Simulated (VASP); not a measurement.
A run of VASP 6.6.1:

The input INCAR:

```
  PREC = Accurate
  ENCUT = 500
  EDIFF = 1E-6
  ISMEAR = 0
  SIGMA = 0.1
  LREAL = False
  LASPH = True
  NELM = 120
  ALGO = Normal
  ISIF = 2
  LWAVE = False
  LCHARG = True
  GGA = PS
  LELF = True
  LVHAR = True
  NBANDS = 13
  GGA_COMPAT = False
```

The input KPOINTS:

```
regular mesh
0
Gamma
  10 10 10
```

Contents of POSCAR:

```
Ru
1.0
   -1.3232514313      1.3232514313      2.0131340150
    1.3232514313     -1.3232514313      2.0131340150
    1.3232514313      1.3232514313     -2.0131340150
Ru
1
Direct
    0.0000000000      0.0000000000      0.0000000000
```

Potentials or basis: VASP PAW PBE potentials, release 64 (Ru_pv).

The run is started by

```bash
$ cat potpaw_PBE.64/Ru_pv/POTCAR > POTCAR
$ mpirun -np 1 vasp_std > vasp.out
```

Hardware: 1 thread of Intel(R) Xeon(R) 6975P-C (Granite Rapids), on a shared host.

Problem. Estimate the wall time of this run.

Solution. It took 7 s on 1 thread of Intel(R) Xeon(R) 6975P-C (Granite Rapids) (shared host), peak memory 0.13 GiB. Counts: scf iterations 11, k points 102.
